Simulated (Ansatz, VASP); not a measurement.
**CuI: VASP beside Ansatz**

The input INCAR:

```
SYSTEM = CuI
  PREC = Accurate
  ENCUT = 520
  EDIFF = 1E-6
  ISMEAR = 0
  SIGMA = 0.02
  LREAL = .FALSE.
  LASPH = .TRUE.
  NELM = 80
  ALGO = Normal
  ISIF = 2
  LWAVE = .FALSE.
  LCHARG = .FALSE.
  GGA = PE
  NBANDS = 16
```

File KPOINTS:

```
Automatic mesh
0
G
  8 8 8
  0 0 0
```

Contents of POSCAR:

```
CuI
1.0
    0.0000000000      2.9769655221      2.9769655221
    2.9769655221      0.0000000000      2.9769655221
    2.9769655221      2.9769655221      0.0000000000
Cu I
1 1
Direct
    0.2500000000      0.2500000000      0.2500000000
    0.0000000000      0.0000000000      0.0000000000
```

Input for Ansatz:

```yaml
crystal:
  lattice:
    - [0.0, 2.9769655239, 2.9769655239]
    - [2.9769655239, 0.0, 2.9769655239]
    - [2.9769655239, 2.9769655239, 0.0]
  atoms:
    - { symbol: Cu, position: [0.25, 0.25, 0.25] }
    - { symbol: I, position: [0.0, 0.0, 0.0] }
basis:
  ecutwfc: 420
kpoints:
  mp_grid: { grid: [8, 8, 8] }
hamiltonian:
  xc: pbe
scf:
  occupations: { method: gaussian, width: 0.02 }
output:
  forces: true
  stress: true
  eigenvalues: true
```

Alike in both runs: task single point; functional PBE; k mesh 8 × 8 × 8; occupations gaussian, width 0.02 eV; no spin polarisation.

|  | VASP | Ansatz |
| --- | --- | --- |
| version | VASP 6.6.1 | Ansatz 0.2.0 |
| potentials or method | VASP PAW PBE potentials, release 64 (Cu, I), cutoff 520 eV | scalar-relativistic, plane waves, PAW |
| valence electrons in the cell | 18 | 36 |

```csv
,VASP,Ansatz,Ansatz less VASP
gap on the k mesh at the Fermi level (eV),1.29,1.27,-0.024
least direct gap on the mesh (eV),1.29,1.27,-0.024
pressure (GPa),2.9,2.9,0.00
```

VASP's potentials hold 18 valence electrons a cell and Ansatz's 36, so a difference there can come from the potentials and not from the codes.

Neither program's run includes spin-orbit coupling.
